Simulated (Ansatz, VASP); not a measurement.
# Two plane-wave programs on SnSe2

Contents of INCAR:

```
SYSTEM = SnSe2
ALGO     = Normal         ! electronic algorithm
EDIFF    = 1E-6           ! SCF threshold, eV
ENCUT    = 520            ! plane-wave cutoff, eV
GGA      = PE             ! functional
ISIF     = 2              ! what is computed and relaxed
ISMEAR   = 0              ! smearing method
LASPH    = .TRUE.         ! aspherical terms in the spheres
LCHARG   = .FALSE.        ! write CHGCAR
LREAL    = .FALSE.        ! projectors in reciprocal space
LWAVE    = .FALSE.        ! write WAVECAR
NBANDS   = 20             ! bands
NELM     = 60             ! most SCF steps
PREC     = Accurate       ! precision mode
SIGMA    = 0.05           ! smearing width, eV
```

File KPOINTS:

```
k-points
0
G
  12 12 4
  0 0 0
```

Contents of POSCAR:

```
SnSe2
1.0
    3.9808670558      0.0000000000      0.0000000000
   -1.9904335279      3.4475319994      0.0000000000
    0.0000000000      0.0000000000      6.6101729447
Sn Se
1 2
Direct
    0.0000000000      0.0000000000      0.0000000000
    0.3333333333      0.6666666667      0.2281493097
    0.6666666667      0.3333333333      0.7718506903
```

Input for Ansatz:

```yaml
crystal:
  lattice:
    - [3.9808670558, 0.0, 0.0]
    - [-1.9904335279, 3.4475319994, 0.0]
    - [0.0, 0.0, 6.6101729447]
  atoms:
    - { symbol: Sn, position: [0.0, 0.0, 0.0] }
    - { symbol: Se, position: [0.3333333333, 0.6666666667, 0.2281493097] }
    - { symbol: Se, position: [0.6666666667, 0.3333333333, 0.7718506903] }
basis:
  ecutwfc: 420
kpoints:
  mp_grid: { grid: [12, 12, 4] }
hamiltonian:
  xc: pbe
scf:
  occupations: { method: gaussian, width: 0.05 }
output:
  forces: true
  stress: true
  eigenvalues: true
```

Alike in both runs: task single point; functional PBE; k mesh 12 × 12 × 4; occupations gaussian, width 0.05 eV; no spin polarisation.

|  | VASP | Ansatz |
| --- | --- | --- |
| version | VASP 6.6.1 | Ansatz 0.2.0 |
| potentials or method | VASP PAW PBE potentials, release 64 (Sn_d, Se), cutoff 520 eV | scalar-relativistic, plane waves, PAW |
| valence electrons in the cell | 26 | 46 |

Ansatz gave:

* gap on the k mesh at the Fermi level (eV): 0.75
* least direct gap on the mesh (eV): 0.75
* pressure (GPa): -0.3
* traceless stress, the component that is largest in VASP (GPa): 2.53
* rms of the force components (eV/Å): 0.198

**Question.** Which values does VASP return?

**Answer.** gap on the k mesh at the Fermi level (eV): 0.74; least direct gap on the mesh (eV): 0.74; pressure (GPa): -0.2; traceless stress, the component that is largest in VASP (GPa): 2.52; rms of the force components (eV/Å): 0.203.

Atom by atom the forces differ by 0.005 eV/Å (rms over components). VASP's potentials hold 26 valence electrons a cell and Ansatz's 46, so a difference there can come from the potentials and not from the codes.
